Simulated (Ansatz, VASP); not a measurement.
# As5S in VASP and in Ansatz

```xyz
6
Lattice="0.0000 3.9230 3.9230 3.9230 0.0000 3.9230 3.9230 3.9230 0.0000" Properties=species:S:1:pos:R:3 pbc="T T T"
As    1.9615    1.9615    1.9615
As    4.9556    2.8905    2.8905
As    4.9556    4.9556    4.9556
As    2.8905    2.8905    4.9556
As    2.8905    4.9556    2.8905
S     0.0000    0.0000    0.0000
```

Change from the starting cell: species swapped into the Be5Pd type (F-43m, No. 216).

Alike in both runs: functional PBE; k mesh 4 × 4 × 4; occupations gaussian, width 0.1 eV; no spin polarisation.

Ansatz relaxed the structure, and its values are those at the end. VASP's run is a single point on that final structure, the one shown.

```csv
,VASP,Ansatz
version,VASP 6.6.1,Ansatz 0.2.0
potentials or method,"VASP PAW PBE potentials, release 64 (As, S), cutoff 520 eV","scalar-relativistic, plane waves, PAW"
valence electrons in the cell,31,81
```

Ansatz gave:

- gap on the k mesh at the Fermi level (eV): none
- pressure (GPa): 0.0
- rms of the force components (eV/Å): 0.006

Question: Estimate VASP's values.

Answer: gap on the k mesh at the Fermi level (eV): none; pressure (GPa): 0.1; rms of the force components (eV/Å): 0.022.

A gap of «none» marks a metal or a gap that the smearing closes. VASP's potentials hold 31 valence electrons a cell and Ansatz's 81, so a difference there can come from the potentials and not from the codes.
